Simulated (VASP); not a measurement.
Write the native input for VASP 6.6.1 that does the following.

| Item | Value |
| --- | --- |
| Task | single point |
| Functional | PBE |
| Potentials or basis | VASP PAW PBE potentials, release 64 (Li_sv, Cl) |
| Cutoff | 520 eV |
| k mesh | 8 × 8 × 8 |
| Occupations | gaussian, width 0.05 eV |
| Spin | no spin polarisation |
| Dipole correction | no |
| Further INCAR settings | ALGO = Normal; EDIFF = 1e-06; NBANDS = 12 |

The structure of LiCl lies in POSCAR:

```
LiCl
1.0
    0.0000000000      2.5262886000      2.6417028000
    2.5262886000      0.0000000000      2.6417028000
    2.5262886000      2.5262886000      0.0000000000
Li Cl
1 1
Direct
    0.0000000000      0.0000000000      0.0000000000
    0.5000000000      0.5000000000      0.5000000000
```

This cell differs from its parent crystal: strain -0.015 along x and y, +0.030 along z.

The input as run:

INCAR

```
  ALGO = Normal
  EDIFF = 1E-6
  ENCUT = 520
  GGA = PE
  ISIF = 2
  ISMEAR = 0
  LASPH = True
  LCHARG = False
  LREAL = False
  LWAVE = False
  NBANDS = 12
  NELM = 80
  PREC = Accurate
  SIGMA = 0.05
```

KPOINTS

```
k-points
0
Gamma
  8 8 8
```

Potentials or basis: VASP PAW PBE potentials, release 64 (Li_sv, Cl).

The run is started by

```console
$ cat potpaw_PBE.64/Li_sv/POTCAR potpaw_PBE.64/Cl/POTCAR > POTCAR
$ mpirun -np 1 vasp_std > vasp.out
```

It gave:

- Band gap on the k mesh: 6.28 eV, direct

Caveat: the cell differs from its parent crystal (strain -0.015 along x and y, +0.030 along z).

Wall time 9.7 s on 1 thread of Intel(R) Xeon(R) 6975P-C (Granite Rapids), with other jobs on the host, peak memory 0.16 GiB.
